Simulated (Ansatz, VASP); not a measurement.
One calculation of MgSI, two programs

```
Mg S I
1.0
     2.45405   -2.44241    0.00000
     2.45405    2.44241    0.00000
     0.00000    0.00000    8.89739
Mg S I
1 1 1
Cartesian
  2.4540 0.0000 0.0000
  0.0000 0.0000 0.0000
  0.0000 0.0000 4.4487
```

Alike in both runs: functional PBE; k mesh 6 × 6 × 2; occupations gaussian, width 0.1 eV; no spin polarisation.

Ansatz relaxed the structure, and its values are those at the end. VASP's run is a single point on that final structure, the one shown.

```csv
,VASP,Ansatz
version,VASP 6.6.1,Ansatz 0.2.0
potentials or method,"VASP PAW PBE potentials, release 64 (Mg, S, I), cutoff 520 eV","scalar-relativistic, plane waves, PAW"
valence electrons in the cell,15,33
```

Ansatz gave:

```
gap on the k mesh at the Fermi level (eV) : none
pressure (GPa)                            : 0.0
```

Which values does VASP return?

gap on the k mesh at the Fermi level (eV): none; pressure (GPa): -0.1.

A gap of «none» marks a metal or a gap that the smearing closes. VASP's potentials hold 15 valence electrons a cell and Ansatz's 33, so a difference there can come from the potentials and not from the codes.

Spin-orbit coupling is off throughout.
